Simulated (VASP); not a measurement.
Here is a VASP 6.6.1 calculation.

Contents of INCAR:

```
PREC = Accurate
ENCUT = 600
EDIFF = 1E-6
ISMEAR = 0
SIGMA = 0.1
LREAL = F
LASPH = T
NELM = 100
ALGO = Normal
ISIF = 3
LWAVE = F
LCHARG = F
GGA = PE
IBRION = 2
NSW = 100
EDIFFG = -0.01
```

Contents of KPOINTS:

```
regular mesh
0
Gamma
  12 12 6
```

Contents of POSCAR:

```
La2Zr2O
1.0
    5.6665563089      0.0000000000      0.0000000000
   -2.8332781544      4.9073817155      0.0000000000
    0.0000000000      0.0000000000      6.7837473449
La Zr O
2 2 1
Direct
    0.3333333333      0.6666666667      0.5000000000
    0.6666666667      0.3333333333      0.5000000000
    0.0000000000      0.0000000000      0.7140926224
    0.0000000000      0.0000000000      0.2859073776
    0.0000000000      0.0000000000      0.0000000000
```

Potentials or basis: VASP PAW PBE potentials, release 64 (La, Zr_sv, O).

Run with:

```bash
$ cat potpaw_PBE.64/La/POTCAR potpaw_PBE.64/Zr_sv/POTCAR potpaw_PBE.64/O/POTCAR > POTCAR
$ mpirun -np 1 vasp_std > vasp.out
```

Estimate the relaxed volume.

37.99 Å³/atom.

Estimate the relaxed cell.

a = 5.676 Å, b = 5.676 Å, c = 6.807 Å, α = 90.00°, β = 90.00°, γ = 120.00°.

Estimate the band gap on the k mesh.

zero (bands 26 and 27 overlap by 0.23 eV).

What does it give for the space group after relaxing (to 0.1 Å)?

P6/mmm (No. 191).

Forces in eV/Å, atoms in the order of the input:
```
La   0.000  0.000  0.000
La   0.000  0.000  0.000
Zr   0.000  0.000  0.004
Zr   0.000  0.000 -0.004
O    0.000  0.000  0.000
```

Caveat: spin-orbit coupling is left out, which moves the levels of the heavy elements.
